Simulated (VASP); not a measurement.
The system is AlN.

```xyz
2
Lattice="0.0000 2.0345 2.0345 2.0345 0.0000 2.0345 2.0345 2.0345 0.0000" Properties=species:S:1:pos:R:3 pbc="T T T"
Al    2.0345    2.0345    2.0345
N     0.0000    0.0000    0.0000
```

```yaml
Program: VASP 6.6.1
Task: relaxation of cell and atoms
Functional: PBE
Dispersion: D3(BJ)
Potentials_or_basis: VASP PAW PBE potentials, release 64 (Al, N)
Cutoff: 600 eV
k_mesh: 10 × 10 × 10
Occupations: gaussian, width 0.02 eV
Spin: no spin polarisation
```

At the start: pressure -6.7 GPa; volume 8.42 Å³/atom.

Q: Where does the relaxation end?

A: Over 3 steps the energy falls by 4.8 meV/atom and the volume is 8.20 Å³/atom (-2.6 %); space group Fm-3m (No. 225, to 0.1 Å) before and after.

Step by step:
| step | energy change (eV) | largest force (eV/Å) | pressure (GPa) | volume (Å³) |
| --- | --- | --- | --- | --- |
| 1 | 0.0000 | 0.0000 | -6.72 | 16.84 |
| 2 | -0.0010 | 0.0000 | 6.93 | 16.00 |
| 3 | -0.0095 | 0.0000 | -0.02 | 16.40 |

Final structure:
```yaml
crystal:
  lattice:
    - [0.00000, 2.01652, 2.01652]
    - [2.01652, 0.00000, 2.01652]
    - [2.01652, 2.01652, 0.00000]
  atoms:
    - { symbol: Al, position: [0.50000, 0.50000, 0.50000] }
    - { symbol: N, position: [0.00000, 0.00000, 0.00000] }
```
